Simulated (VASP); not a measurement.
# GaMoAs3 (P6_3/mmc) in VASP: single point with PBEsol

Aim: the single point of GaMoAs3 with PBEsol.

Everything below comes from runs of VASP 6.6.1. Logs are shortened: lines on timing, memory, paths and dates and some standing lists are left out, and cuts for length are marked.

### Step 1. The cell of the first run

The structure is hexagonal, space group P6_3/mmc (No. 194). The conventional cell has a = 6.341 Å, b = 6.341 Å, c = 5.553 Å, α = 90.00°, β = 90.00°, γ = 120.00°. Within 4.2 Å of Ga (site symmetry -6m2) lie 12 As at 3.17 to 3.18 Å and 6 Mo at 3.92 Å. Mo (site symmetry -3m) has 6 As at 2.54 Å and 2 Mo at 2.78 Å within 3.4 Å. As (site symmetry mm2) has 2 Mo at 2.54 Å and 2 As at 2.65 Å and 4 Ga at 3.17 to 3.18 Å within 3.4 Å.

### Step 2. Single point, PBEsol

INCAR reads:

```
ALGO     = Normal         # electronic algorithm
EDIFF    = 1E-6           # SCF threshold, eV
ENCUT    = 520            # plane-wave cutoff, eV
GGA      = PS             # functional
ISIF     = 2              # what is computed and relaxed
ISMEAR   = -1             # smearing method
LASPH    = T              # aspherical terms in the spheres
LCHARG   = T              # write CHGCAR
LELF     = T              # ELF
LREAL    = F              # projectors in reciprocal space
LVHAR    = T            
LWAVE    = F              # write WAVECAR
NBANDS   = 53             # bands
NELM     = 80             # most SCF steps
PREC     = Accurate       # precision mode
SIGMA    = 0.03           # smearing width, eV
```

KPOINTS reads:

```
k-points
0
Gamma
  6 6 6
```

POSCAR reads:

```
GaMoAs3
1.0
    6.3414523086      0.0000000000      0.0000000000
   -3.1707261543      5.4918587961      0.0000000000
    0.0000000000      0.0000000000      5.5533062372
Ga Mo As
2 2 6
Direct
    0.6666666667      0.3333333333      0.2500000000
    0.3333333333      0.6666666667      0.7500000000
    0.0000000000      0.0000000000      0.5000000000
    0.0000000000      0.0000000000      0.0000000000
    0.3880548296      0.1940274148      0.7500000000
    0.6119451704      0.8059725852      0.2500000000
    0.8059725852      0.1940274148      0.7500000000
    0.1940274148      0.8059725852      0.2500000000
    0.8059725852      0.6119451704      0.7500000000
    0.1940274148      0.3880548296      0.2500000000
```

Potentials or basis: VASP PAW PBE potentials, release 64 (Ga_d, Mo_sv, As).

Run with:

```
$ cat potpaw_PBE.64/Ga_d/POTCAR potpaw_PBE.64/Mo_sv/POTCAR potpaw_PBE.64/As/POTCAR > POTCAR
$ mpirun -np 1 vasp_std > vasp.out
```

OUTCAR:

```text
EDIFF = 1E-6
   ENCUT = 520
   GGA = PS
   ISIF = 2
   ISMEAR = -1
   LASPH = T
   LREAL = F
   NELM = 80
   PREC = Accurate

 ion  position               nearest neighbor table
   1  0.667  0.333  0.250-
   2  0.333  0.667  0.750-
   3  0.000  0.000  0.500-   9 2.54  10 2.54   7 2.54   8 2.54   5 2.54   6 2.54   4 2.78   4 2.78

   4  0.000  0.000  0.000-   9 2.54  10 2.54   7 2.54   8 2.54   5 2.54   6 2.54   3 2.78   3 2.78

   5  0.388  0.194  0.750-   3 2.54   4 2.54   9 2.65   7 2.65
   6  0.612  0.806  0.250-   3 2.54   4 2.54  10 2.65   8 2.65
   7  0.806  0.194  0.750-   3 2.54   4 2.54   9 2.65   5 2.65
   8  0.194  0.806  0.250-   3 2.54   4 2.54  10 2.65   6 2.65
   9  0.806  0.612  0.750-   3 2.54   4 2.54   5 2.65   7 2.65
  10  0.194  0.388  0.250-   3 2.54   4 2.54   6 2.65   8 2.65

  LATTYP: Found a hexagonal cell.
 ALAT       =     6.3414523086
 C/A-ratio  =     0.8757152095

  Lattice vectors:

 A1 = (   6.3414523086,   0.0000000000,   0.0000000000)
 A2 = (  -3.1707261543,   5.4918587961,   0.0000000000)
 A3 = (   0.0000000000,   0.0000000000,   5.5533062372)

Analysis of symmetry for initial positions (statically):
=====================================================================
 Subroutine PRICEL returns:
 Original cell was already a primitive cell.

 Routine SETGRP: Setting up the symmetry group for a
 hexagonal supercell.

 Subroutine GETGRP returns: Found 24 space group operations
 (whereof 12 operations were pure point group operations)
 out of a pool of 24 trial point group operations.

The static configuration has the point symmetry D_3d.
 The point group associated with its full space group is D_6h.

Analysis of symmetry for dynamics (positions and initial velocities):
=====================================================================
 Subroutine PRICEL returns:
 Original cell was already a primitive cell.

 Routine SETGRP: Setting up the symmetry group for a
 hexagonal supercell.

 Subroutine GETGRP returns: Found 24 space group operations
 (whereof 12 operations were pure point group operations)
 out of a pool of 24 trial point group operations.

The dynamic configuration has the point symmetry D_3d.
 The point group associated with its full space group is D_6h.

 Subroutine INISYM returns: Found 24 space group operations
 (whereof 12 operations are pure point group operations),
 and found     1 'primitive' translations

----------------------------------------------------------------------------------------

                                     Primitive cell

  volume of cell :     193.4014

  direct lattice vectors                    reciprocal lattice vectors
     6.341452309  0.000000000  0.000000000     0.157692584  0.091043856  0.000000000
    -3.170726154  5.491858796  0.000000000     0.000000000  0.182087711  0.000000000
     0.000000000  0.000000000  5.553306237     0.000000000  0.000000000  0.180072907

  length of vectors
     6.341452309  6.341452309  5.553306237     0.182087711  0.182087711  0.180072907

  position of ions in fractional coordinates (direct lattice)
     0.666666667  0.333333333  0.250000000
     0.333333333  0.666666667  0.750000000
     0.000000000  0.000000000  0.500000000
     0.000000000  0.000000000  0.000000000
     0.388054830  0.194027415  0.750000000
     0.611945170  0.805972585  0.250000000
     0.805972585  0.194027415  0.750000000
     0.194027415  0.805972585  0.250000000
     0.805972585  0.611945170  0.750000000
     0.194027415  0.388054830  0.250000000

  ion indices of the primitive-cell ions
   primitive index   ion index
                 1           1
                 2           2
                 3           3
                 4           4
                 5           5
                 6           6
                 7           7
                 8           8
                 9           9
                10          10

----------------------------------------------------------------------------------------

 KPOINTS: k-points

Automatic generation of k-mesh.
 Grid dimensions read from file:
 generate k-points for:    6    6    6

 Generating k-lattice:

  Cartesian coordinates                     Fractional coordinates (reciprocal lattice)
     0.026282097  0.015173976  0.000000000     0.166666667  0.000000000  0.000000000
     0.000000000  0.030347952  0.000000000     0.000000000  0.166666667  0.000000000
     0.000000000  0.000000000  0.030012151     0.000000000  0.000000000  0.166666667

  Length of vectors
     0.030347952  0.030347952  0.030012151

  Shift w.r.t. Gamma in fractional coordinates (k-lattice)
     0.000000000  0.000000000  0.000000000

 Subroutine IBZKPT returns following result:
 ===========================================

 Found     28 irreducible k-points:

 Following reciprocal coordinates:
            Coordinates               Weight
  0.000000  0.000000  0.000000      1.000000
  0.166667  0.000000  0.000000      6.000000
  0.333333 -0.000000  0.000000      6.000000
  0.500000  0.000000  0.000000      3.000000
  0.166667  0.166667  0.000000      6.000000
  0.333333  0.166667  0.000000     12.000000
[... 16 lines left out ...]
  0.166667  0.000000  0.500000      6.000000
  0.333333 -0.000000  0.500000      6.000000
 [... further k-points ...]
   k-points           NKPTS =     28   k-points in BZ     NKDIM =     28   number of bands    NBANDS=     53
   number of dos      NEDOS =    301   number of ions     NIONS =     10
   total plane-waves  NPLWV =  96768
   dimension x,y,z NGX =    48 NGY =   48 NGZ =   42
   dimension x,y,z NGXF=    96 NGYF=   96 NGZF=   84
   ions per type =               2   2   6
   NGX,Y,Z   is equivalent  to a cutoff of  12.58, 12.58, 12.57 a.u.
   NGXF,Y,Z  is equivalent  to a cutoff of  25.17, 25.17, 25.15 a.u.
 SYSTEM =  unknown system
   PREC   = accura    normal or accurate (medium, high low for compatibility)
   ISTART =      0    job   : 0-new  1-cont  2-samecut
   ICHARG =      2    charge: 1-file 2-atom 10-const
   ISPIN  =      1    spin polarized calculation?
   LNONCOLLINEAR =      F non collinear calculations
   LSORBIT =      F    spin-orbit coupling
   LASPH  =      T    aspherical Exc in radial PAW
   ENCUT  =  520.0 eV  38.22 Ry    6.18 a.u.  11.79 11.79 10.33*2*pi/ulx,y,z
   NELM   =     80;   NELMIN=  2; NELMDL= -5     # of ELM steps
   EDIFF  = 0.1E-05   stopping-criterion for ELM
   LREAL  =      F    real-space projection
[... 7 lines left out ...]
   TEBEG  =    0.0;   TEEND  =   0.0 temperature during run
   PSTRESS=    0.0 pullay stress
   NELECT =      84.0000    total number of electrons
   NUPDOWN=      -1.0000    fix difference up-down
   EMIN   =  10.00;   EMAX   =-10.00  energy-range for DOS
   EFERMI =   0.00;   METHOD = LEGACY
   ISMEAR =    -1;   SIGMA  =   0.03  broadening in eV -4-tet -1-fermi 0-gaus
   EFERMI_NEDOS =   21; number of points for ismear=-14 and -15
   IALGO  =     38    algorithm
   IMIX   =      4    mixing-type and parameters
     AMIX     =   0.40;   BMIX     =  1.00
     AMIX_MAG =   1.60;   BMIX_MAG =  1.00
  volume/ion in A,a.u.               =      19.34       130.51
  Fermi-wavevector in a.u.,A,eV,Ry     =   1.239790  2.342863 20.913222  1.537078
  Thomas-Fermi vector in A             =   2.374258
   LORBIT       =      0    0 simple, 1 ext, 2 COOP (PROOUT), +10 PAW based schemes
   GGA     = PS    functional components
   LHFCALC =     F    Hartree Fock is set to
   AEXX    =    0.0000 exact exchange contribution
   IVDW    =     0    specifies the selected vdW correction
   LEPSILON=     F    determine dielectric tensor
   LRPA    =     F    only Hartree local field effects (RPA)
 non-spin polarized calculation
  energy-cutoff  :      520.00
  volume of cell :      193.40
 maximum number of plane-waves:      5229
 NGX is ok and might be reduce to    48
   NGX = 23   NGY = 23   NGZ = 21

 number of electron      83.9999987 magnetization

 Free energy of the ion-electron system (eV)
  ---------------------------------------------------
  ext. energy  EPLUGINS =         0.00000000
  ---------------------------------------------------
  free energy    TOTEN  =       -59.24103551 eV

  energy without entropy =      -59.22602844  energy(sigma->0) =      -59.23353197

 E-fermi :   6.6047     XC(G=0): -10.9946

 val. band max:        6.5724001404   @ k =   0.3333   0.3333   0.1667
 cond. band min:       6.6277633970   @ k =   0.1667   0.1667   0.0000
 fundamental gap:      0.0553632566
 Fermi energy:         6.6046896906

 k-point     1 :       0.0000    0.0000    0.0000
  band No.  band energies     occupation
      1     -54.3566      2.00000
      2     -54.2584      2.00000
      3     -28.9735      2.00000
      4     -28.5514      2.00000
      5     -28.5514      2.00000
      6     -28.4335      2.00000
[... 45 lines left out ...]
     52       9.6563      0.00000
     53      11.6467      0.00000

 k-point     2 :       0.1667    0.0000    0.0000
  band No.  band energies     occupation
      1     -54.3566      2.00000
      2     -54.2584      2.00000
      3     -28.9735      2.00000
      4     -28.5514      2.00000
      5     -28.5514      2.00000
      6     -28.4335      2.00000
[... 45 lines left out ...]
     52       9.4578      0.00000
     53      10.9228      0.00000

 k-point     3 :       0.3333   -0.0000    0.0000
  band No.  band energies     occupation
      1     -54.3566      2.00000
      2     -54.2584      2.00000
      3     -28.9735      2.00000
      4     -28.5515      2.00000
      5     -28.5514      2.00000
      6     -28.4335      2.00000
[... 45 lines left out ...]
     52       9.6067      0.00000
     53       9.9866      0.00000
[... 1065 lines left out ...]
 k-point    23 :       0.1667    0.0000    0.5000
  band No.  band energies     occupation
      1     -54.3078      2.00000
      2     -54.3078      2.00000
      3     -28.5497      2.00000
      4     -28.5497      2.00000
      5     -28.4928      2.00000
      6     -28.4928      2.00000
[... 45 lines left out ...]
     52       9.5285      0.00000
     53      10.1416      0.00000

 k-point    24 :       0.3333   -0.0000    0.5000
  band No.  band energies     occupation
      1     -54.3078      2.00000
      2     -54.3078      2.00000
      3     -28.5497      2.00000
      4     -28.5497      2.00000
      5     -28.4929      2.00000
      6     -28.4929      2.00000
[... 45 lines left out ...]
     52       9.0826      0.00000
     53       9.5724      0.00000

 [... further k-points ...]
[... 5 lines left out ...]
  --------------------------------------------------------------------------------------
  -------------------------------------------------------------------------------------
  Total        0.3379677      0.3379677      0.2803144      0.0000000     -0.0000000      0.0000000
  in kB        2.7997941      2.7997941      2.3221825      0.0000000     -0.0000000      0.0000000
  external PRESSURE =       2.6405902 kB  Pullay stress =       0.0000000 kB

 VOLUME and BASIS-vectors are now :
 -----------------------------------------------------------------------------
  energy-cutoff  :      520.00
  volume of cell :      193.40
      direct lattice vectors                 reciprocal lattice vectors
     6.341452309  0.000000000  0.000000000     0.157692584  0.091043856  0.000000000
    -3.170726154  5.491858796  0.000000000     0.000000000  0.182087711  0.000000000
     0.000000000  0.000000000  5.553306237     0.000000000  0.000000000  0.180072907

 POSITION                                       TOTAL-FORCE (eV/Angst)
 -----------------------------------------------------------------------------------
      3.17073      1.83062      1.38833         0.000000     -0.000000      0.000000
     -0.00000      3.66124      4.16498         0.000000     -0.000000      0.000000
      0.00000      0.00000      2.77665         0.000000     -0.000000      0.000000
      0.00000      0.00000      0.00000         0.000000     -0.000000      0.000000
      1.84562      1.06557      4.16498         0.003578      0.002066      0.000000
      1.32510      4.42629      1.38833        -0.003578     -0.002066     -0.000000
      4.49583      1.06557      4.16498        -0.003578      0.002066      0.000000
     -1.32510      4.42629      1.38833         0.003578     -0.002066     -0.000000
      3.17073      3.36072      4.16498         0.000000     -0.004132     -0.000000
     -0.00000      2.13114      1.38833         0.000000      0.004132      0.000000
 -----------------------------------------------------------------------------------
    total drift:                                0.000000     -0.000000      0.000000

  FREE ENERGIE OF THE ION-ELECTRON SYSTEM (eV)
  ---------------------------------------------------
  free  energy   TOTEN  =       -59.2410355080 eV

  energy  without entropy=      -59.2260284368  energy(sigma->0) =      -59.23353197
```

Wall time 4.8 min (1 thread of Intel Xeon Platinum 8259CL at 2.50GHz (Skylake/Cascade Lake), shared host); peak memory 0.45 GiB.

What came out:

```
Free energy            : -59.2410 eV
Pressure               : 0.3 GPa
Largest force          : 0.004 eV/Å
Band gap on the k mesh : zero (band 42 reaches 6.97 eV, above the bottom of band 43 at 5.77 eV)
```

Forces in eV/Å, atoms in the order of the input:
```
Ga   0.000  0.000  0.000
Ga   0.000  0.000  0.000
Mo   0.000  0.000  0.000
Mo   0.000  0.000  0.000
As   0.004  0.002  0.000
As  -0.004 -0.002  0.000
As  -0.004  0.002  0.000
As   0.004 -0.002  0.000
As   0.000 -0.004  0.000
As   0.000  0.004  0.000
```

Caveat: the PAW data sets were made with another functional, which shifts forces and pressure a little.
